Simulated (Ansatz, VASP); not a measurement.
**In2GaP3 in VASP and in Ansatz**

File INCAR:

```
PREC = Accurate
ENCUT = 520
EDIFF = 1E-6
ISMEAR = 0
SIGMA = 0.1
LREAL = F
LASPH = T
NELM = 100
ALGO = Normal
ISIF = 2
LWAVE = F
LCHARG = T
GGA = PE
LELF = T
LVHAR = T
NBANDS = 66
```

The input KPOINTS:

```
regular mesh
0
Gamma
  4 2 4
```

The input POSCAR:

```
In2GaP3
1.0
    0.0000000000     -4.0974626000      0.0000000000
    8.1949252000      0.0000000000      0.0000000000
   -2.0487313000      2.0487313000      8.7592062000
In Ga P
4 2 6
Direct
    0.8374110000      0.4187055000      0.6748220000
    0.8374110000      0.9187055000      0.6748220000
    0.1625890000      0.0812945000      0.3251780000
    0.1625890000      0.5812945000      0.3251780000
    0.5000000000      0.2500000000      0.0000000000
    0.5000000000      0.7500000000      0.0000000000
    0.4254440000      0.4627220000      0.8508880000
    0.4254440000      0.9627220000      0.8508880000
    0.0745560000      0.2872780000      0.1491120000
    0.0745560000      0.7872780000      0.1491120000
    0.7500000000      0.1250000000      0.5000000000
    0.7500000000      0.6250000000      0.5000000000
```

Input for Ansatz:

```yaml
crystal:
  lattice:
    - [0.0, -4.0974626, 0.0]
    - [8.1949252, 0.0, 0.0]
    - [-2.0487313, 2.0487313, 8.7592062]
  atoms:
    - { symbol: In, position: [0.837411, 0.4187055, 0.674822] }
    - { symbol: In, position: [0.837411, 0.9187055, 0.674822] }
    - { symbol: In, position: [0.162589, 0.0812945, 0.325178] }
    - { symbol: In, position: [0.162589, 0.5812945, 0.325178] }
    - { symbol: Ga, position: [0.5, 0.25, 0.0] }
    - { symbol: Ga, position: [0.5, 0.75, 0.0] }
    - { symbol: P, position: [0.425444, 0.462722, 0.850888] }
    - { symbol: P, position: [0.425444, 0.962722, 0.850888] }
    - { symbol: P, position: [0.074556, 0.287278, 0.149112] }
    - { symbol: P, position: [0.074556, 0.787278, 0.149112] }
    - { symbol: P, position: [0.75, 0.125, 0.5] }
    - { symbol: P, position: [0.75, 0.625, 0.5] }
basis:
  ecutwfc: 420
kpoints:
  mp_grid: { grid: [4, 2, 4] }
hamiltonian:
  xc: pbe
scf:
  occupations: { method: gaussian, width: 0.1 }
  lower_state_search: "off"
output:
  forces: true
  stress: true
  eigenvalues: true
```

Alike in both runs: task single point; functional PBE; k mesh 4 × 2 × 4; occupations gaussian, width 0.1 eV; no spin polarisation.

|  | VASP | Ansatz |
| --- | --- | --- |
| version | VASP 6.6.1 | Ansatz 0.2.0 |
| potentials or method | VASP PAW PBE potentials, release 64 (In_d, Ga_d, P), cutoff 520 eV | scalar-relativistic, plane waves, PAW |
| valence electrons in the cell | 108 | 108 |

|  | VASP | Ansatz | Ansatz less VASP |
| --- | --- | --- | --- |
| gap on the k mesh at the Fermi level (eV) | 0.61 | 0.62 | +0.004 |
| least direct gap on the mesh (eV) | 0.61 | 0.62 | +0.004 |
| pressure (GPa) | 0.0 | 0.1 | +0.05 |
| traceless stress, the component that is largest in VASP (GPa) | -0.44 | -0.44 | +0.001 |
| rms of the force components (eV/Å) | 0.004 | 0.005 | +0.0014 |

Atom by atom the forces differ by 0.001 eV/Å (rms over components).
